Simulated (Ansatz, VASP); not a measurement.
## Two plane-wave programs on KMgF3

```
CELL_PARAMETERS angstrom
3.98590 0.00000 0.00000
0.00000 3.98590 0.00000
0.00000 0.00000 3.98590
ATOMIC_POSITIONS crystal
K 0.50000 0.50000 0.50000
Mg 0.00000 0.00000 0.00000
F 0.00000 0.00000 0.50000
F 0.00000 0.50000 0.00000
F 0.50000 0.00000 0.00000
```

Alike in both runs: functional PBE; k mesh 7 × 7 × 7; occupations fermi-dirac, width 0.05 eV; no spin polarisation.

|  | VASP | Ansatz |
| --- | --- | --- |
| version | VASP 6.6.1 | Ansatz 0.2.0 |
| potentials or method | VASP PAW PBE potentials, release 64 (K_sv, Mg, F) | Ansatz PAW |
| plane-wave cutoff (eV) | 520 | 420 |
| valence electrons in the cell | 32 | 40 |
| task | single point | projected density of states |

|  | VASP | Ansatz | Ansatz less VASP |
| --- | --- | --- | --- |
| gap on the k mesh at the Fermi level (eV) | 7.34 | 7.37 | +0.030 |
| least direct gap on the mesh (eV) | 7.63 | 7.66 | +0.028 |
| pressure (GPa) | 3.4 | 3.8 | +0.41 |

The functional is the same, so the differences come from potentials, cutoffs and numerics. VASP's potentials hold 32 valence electrons a cell and Ansatz's 40, so a difference there can come from the potentials and not from the codes.

Noted on Ansatz's run: odd divisions of the mesh miss points on the zone boundary, where band edges often lie, so the gap on the mesh can be too wide.
